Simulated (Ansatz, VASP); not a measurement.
**One calculation of ZrMo2C2, two programs**

Contents of INCAR:

```
PREC = Accurate ; ENCUT = 600
EDIFF = 1E-7 ; ISMEAR = 0
SIGMA = 0.1 ; LREAL = F
LASPH = T ; NELM = 80
ALGO = Normal ; ISIF = 3
LWAVE = F ; LCHARG = F
GGA = PE ; IBRION = 2
NSW = 90 ; EDIFFG = -0.04
```

Contents of KPOINTS:

```
Automatic mesh
0
Gamma
  4 4 2
```

Contents of POSCAR:

```
ZrMo2C2
1.0
    4.0517548600      0.0000000000      0.0000000000
    0.0000000000      4.0517548600      0.0000000000
    0.0000000000      0.0000000000      9.0774187500
Zr Mo C
2 4 4
Direct
    0.0000000000      0.5000000000      0.2410299900
    0.5000000000      0.0000000000      0.7589700100
    0.0000000000      0.0000000000      0.0000000000
    0.5000000000      0.5000000000      0.0000000000
    0.0000000000      0.5000000000      0.6250770100
    0.5000000000      0.0000000000      0.3749229900
    0.0000000000      0.0000000000      0.5000000000
    0.5000000000      0.5000000000      0.5000000000
    0.0000000000      0.5000000000      0.8713859900
    0.5000000000      0.0000000000      0.1286140100
```

Input for Ansatz:

```yaml
crystal:
  lattice:
    - [4.05175486, 0.0, 0.0]
    - [0.0, 4.05175486, 0.0]
    - [0.0, 0.0, 9.07741875]
  atoms:
    - { symbol: Zr, position: [0.0, 0.5, 0.24102999] }
    - { symbol: Zr, position: [0.5, 0.0, 0.75897001] }
    - { symbol: Mo, position: [0.0, 0.0, 0.0] }
    - { symbol: Mo, position: [0.5, 0.5, 0.0] }
    - { symbol: Mo, position: [0.0, 0.5, 0.62507701] }
    - { symbol: Mo, position: [0.5, 0.0, 0.37492299] }
    - { symbol: C, position: [0.0, 0.0, 0.5] }
    - { symbol: C, position: [0.5, 0.5, 0.5] }
    - { symbol: C, position: [0.0, 0.5, 0.87138599] }
    - { symbol: C, position: [0.5, 0.0, 0.12861401] }
basis:
  ecutwfc: 420
kpoints:
  mp_grid: { grid: [4, 4, 2] }
hamiltonian:
  xc: pbe
scf:
  occupations: { method: gaussian, width: 0.1 }
  lower_state_search: "off"
output:
  forces: true
  stress: true
  eigenvalues: true
relax:
  adjacent_minimum: "off"
  f_tol: 0.04
  max_steps: 70
  cell: { stress_tol: 0.4 }
```

Change from the starting cell: species swapped into the CeSb2Pd2 type (P4/nmm, No. 129).

Alike in both runs: task relaxation of cell and atoms; functional PBE; k mesh 4 × 4 × 2; occupations gaussian, width 0.1 eV; no spin polarisation.

|  | VASP | Ansatz |
| --- | --- | --- |
| version | VASP 6.6.1 | Ansatz 0.2.0 |
| potentials or method | VASP PAW PBE potentials, release 64 (Zr_sv, Mo_sv, C), cutoff 600 eV | scalar-relativistic, plane waves, PAW |
| valence electrons in the cell | 96 | 96 |

```csv
,VASP,Ansatz,Ansatz less VASP
"gap on the k mesh at the Fermi level, each at its own relaxed structure (eV)",none,none,-
relaxed volume (Å³/atom),12.98,12.64,-0.340
relaxed cell length with the largest relative difference (Å),9.257,7.322,-1.9346
```

A gap of «none» marks a metal or a gap that the smearing closes. One of these differences is far larger than is usual between the two programs; its cause wasn't traced.

The k mesh is coarse, so the values compare programs but aren't converged.
